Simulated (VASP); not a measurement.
# BP (m) (F-43m) in VASP: further runs

The runs below take BP (m) through single point, relaxation of cell and atoms, with PBE.

All numbers are computed with VASP 6.6.1; they aren't measurements. Logs are shortened: lines on timing, memory, paths and dates and some standing lists are left out, and cuts for length are marked.

### Step 1. The cell of the first run

The structure is cubic, space group F-43m (No. 216). The conventional cell has a = 4.532 Å, b = 4.532 Å, c = 4.532 Å, α = 90.00°, β = 90.00°, γ = 90.00°. B (site symmetry -43m) has 4 P at 1.96 Å within 2.6 Å. P (site symmetry -43m) has 4 B at 1.96 Å within 2.6 Å.

### Step 2. Single point, PBE

Input file INCAR:

```
SYSTEM = BP
PREC = Accurate ; ENCUT = 500
EDIFF = 1E-6 ; ISMEAR = 0
SIGMA = 0.1 ; LREAL = .FALSE.
LASPH = .TRUE. ; NELM = 120
ALGO = Normal ; ISIF = 2
LWAVE = .FALSE. ; LCHARG = .FALSE.
GGA = PE ; NBANDS = 11
GGA_COMPAT = .FALSE.
```

Input file KPOINTS:

```
regular mesh
0
G
  8 8 8
  0 0 0
```

Input file POSCAR:

```
BP
1.0
    0.0000000000      2.2660723800      2.2660723800
    2.2660723800      0.0000000000      2.2660723800
    2.2660723800      2.2660723800      0.0000000000
B P
1 1
Direct
    0.0000000000      0.0000000000      0.0000000000
    0.2500000000      0.2500000000      0.2500000000
```

Potentials or basis: VASP PAW PBE potentials, release 64 (B, P).

On the command line:

```console
$ cat potpaw_PBE.64/B/POTCAR potpaw_PBE.64/P/POTCAR > POTCAR
$ mpirun -np 1 vasp_std > vasp.out
```

OUTCAR:

```text
SYSTEM = BP
   PREC = Accurate
   ENCUT = 500
   EDIFF = 1E-6
   ISMEAR = 0
   LREAL = .FALSE.
   LASPH = .TRUE.
   NELM = 120
   ISIF = 2
   GGA = PE

 ion  position               nearest neighbor table
   1  0.000  0.000  0.000-   2 1.96   2 1.96   2 1.96   2 1.96
   2  0.250  0.250  0.250-   1 1.96   1 1.96   1 1.96   1 1.96

  LATTYP: Found a face centered cubic cell.
 ALAT       =     4.5321447600

  Lattice vectors:

 A1 = (   0.0000000000,   2.2660723800,   2.2660723800)
 A2 = (   2.2660723800,   0.0000000000,   2.2660723800)
 A3 = (   2.2660723800,   2.2660723800,   0.0000000000)

Analysis of symmetry for initial positions (statically):
=====================================================================
 Subroutine PRICEL returns:
 Original cell was already a primitive cell.

 Routine SETGRP: Setting up the symmetry group for a
 face centered cubic supercell.

 Subroutine GETGRP returns: Found 24 space group operations
 (whereof 24 operations were pure point group operations)
 out of a pool of 48 trial point group operations.

The static configuration has the point symmetry T_d .

Analysis of symmetry for dynamics (positions and initial velocities):
=====================================================================
 Subroutine PRICEL returns:
 Original cell was already a primitive cell.

 Routine SETGRP: Setting up the symmetry group for a
 face centered cubic supercell.

 Subroutine GETGRP returns: Found 24 space group operations
 (whereof 24 operations were pure point group operations)
 out of a pool of 48 trial point group operations.

The dynamic configuration has the point symmetry T_d .

 Subroutine INISYM returns: Found 24 space group operations
 (whereof 24 operations are pure point group operations),
 and found     1 'primitive' translations

----------------------------------------------------------------------------------------

                                     Primitive cell

  volume of cell :      23.2729

  direct lattice vectors                    reciprocal lattice vectors
     0.000000000  2.266072380  2.266072380    -0.220646085  0.220646085  0.220646085
     2.266072380  0.000000000  2.266072380     0.220646085 -0.220646085  0.220646085
     2.266072380  2.266072380  0.000000000     0.220646085  0.220646085 -0.220646085

  length of vectors
     3.204710293  3.204710293  3.204710293     0.382170230  0.382170230  0.382170230

  position of ions in fractional coordinates (direct lattice)
     0.000000000  0.000000000  0.000000000
     0.250000000  0.250000000  0.250000000

  ion indices of the primitive-cell ions
[... 79 lines left out ...]
   IBRION =     -1    ionic relax: 0-MD 1-quasi-New 2-CG
   NFREE  =      0    steps in history (QN), initial steepest desc. (CG)
   ISIF   =      2    stress and relaxation
   ISYM   =      2    0-nonsym 1-usesym 2-fastsym
   POTIM  = 0.5000    time-step for ionic-motion
   TEBEG  =    0.0;   TEEND  =   0.0 temperature during run
   PSTRESS=    0.0 pullay stress
   NELECT =       8.0000    total number of electrons
   NUPDOWN=      -1.0000    fix difference up-down
   EMIN   =  10.00;   EMAX   =-10.00  energy-range for DOS
   EFERMI =   0.00;   METHOD = LEGACY
   ISMEAR =     0;   SIGMA  =   0.10  broadening in eV -4-tet -1-fermi 0-gaus
   EFERMI_NEDOS =   21; number of points for ismear=-14 and -15
   IALGO  =     38    algorithm
   IMIX   =      4    mixing-type and parameters
     AMIX     =   0.40;   BMIX     =  1.00
     AMIX_MAG =   1.60;   BMIX_MAG =  1.00
  volume/ion in A,a.u.               =      11.64        78.53
  Fermi-wavevector in a.u.,A,eV,Ry     =   1.146800  2.167138 17.893708  1.315150
  Thomas-Fermi vector in A             =   2.283483
   LORBIT       =      0    0 simple, 1 ext, 2 COOP (PROOUT), +10 PAW based schemes
   GGA     = PE    functional components
   LHFCALC =     F    Hartree Fock is set to
   AEXX    =    0.0000 exact exchange contribution
   IVDW    =     0    specifies the selected vdW correction
   LEPSILON=     F    determine dielectric tensor
   LRPA    =     F    only Hartree local field effects (RPA)
 non-spin polarized calculation
 Gauss-broadening in eV      SIGMA  =   0.10
  energy-cutoff  :      500.00
  volume of cell :       23.27
 maximum number of plane-waves:       609
   NGX = 11   NGY = 11   NGZ = 11

 number of electron       8.0000000 magnetization

 Free energy of the ion-electron system (eV)
  ---------------------------------------------------
  ext. energy  EPLUGINS =         0.00000000
  ---------------------------------------------------
  free energy    TOTEN  =       -12.92754619 eV

  energy without entropy =      -12.92754619  energy(sigma->0) =      -12.92754619

 E-fermi :   7.9875     XC(G=0): -10.9235

 val. band max:        7.4797183525   @ k =   0.0000   0.0000   0.0000
 cond. band min:       8.7440014527   @ k =   0.3750   0.3750   0.0000
 fundamental gap:      1.2642831003
 Fermi energy:         7.9875259832

 k-point     1 :       0.0000    0.0000    0.0000
  band No.  band energies     occupation
      1      -8.0156      2.00000
      2       7.4797      2.00000
      3       7.4797      2.00000
      4       7.4797      2.00000
      5      10.8857      0.00000
      6      10.8857      0.00000
      7      10.8857      0.00000
      8      14.9131      0.00000
      9      19.0184      0.00000
     10      19.6188      0.00000
     11      19.6188      0.00000
[... 309 lines left out ...]
 k-point    24 :      -0.3750    0.2500    0.1250
  band No.  band energies     occupation
      1      -4.0160      2.00000
      2      -0.9930      2.00000
      3       2.9406      2.00000
      4       4.3524      2.00000
      5      11.6720      0.00000
      6      12.6916      0.00000
      7      15.8138      0.00000
      8      17.2938      0.00000
      9      17.9514      0.00000
     10      21.9259      0.00000
     11      24.3621      0.00000

 [... further k-points ...]
[... 5 lines left out ...]
  --------------------------------------------------------------------------------------
  -------------------------------------------------------------------------------------
  Total        0.2265317      0.2265317      0.2265317     -0.0000000      0.0000000      0.0000000
  in kB       15.5951030     15.5951030     15.5951030     -0.0000000      0.0000000      0.0000000
  external PRESSURE =      15.5951030 kB  Pullay stress =       0.0000000 kB

 VOLUME and BASIS-vectors are now :
 -----------------------------------------------------------------------------
  energy-cutoff  :      500.00
  volume of cell :       23.27
      direct lattice vectors                 reciprocal lattice vectors
     0.000000000  2.266072380  2.266072380    -0.220646085  0.220646085  0.220646085
     2.266072380  0.000000000  2.266072380     0.220646085 -0.220646085  0.220646085
     2.266072380  2.266072380  0.000000000     0.220646085  0.220646085 -0.220646085

 POSITION                                       TOTAL-FORCE (eV/Angst)
 -----------------------------------------------------------------------------------
      0.00000      0.00000      0.00000         0.000000     -0.000000     -0.000000
      1.13304      1.13304      1.13304        -0.000000      0.000000      0.000000
 -----------------------------------------------------------------------------------
    total drift:                                0.000000      0.000000      0.000000

  FREE ENERGIE OF THE ION-ELECTRON SYSTEM (eV)
  ---------------------------------------------------
  free  energy   TOTEN  =       -12.9275461882 eV

  energy  without entropy=      -12.9275461882  energy(sigma->0) =      -12.92754619
```

Wall time 6.8 s (1 thread of AMD EPYC 7R43 (Zen 3), shared host); peak memory 0.1 GiB.

What came out:

| Quantity | Value |
| --- | --- |
| Free energy | -12.9275 eV |
| Pressure | 1.6 GPa |
| Band gap on the k mesh | 1.26 eV, indirect (least direct gap 3.41 eV) |

(Continued in part 2 of 2.)
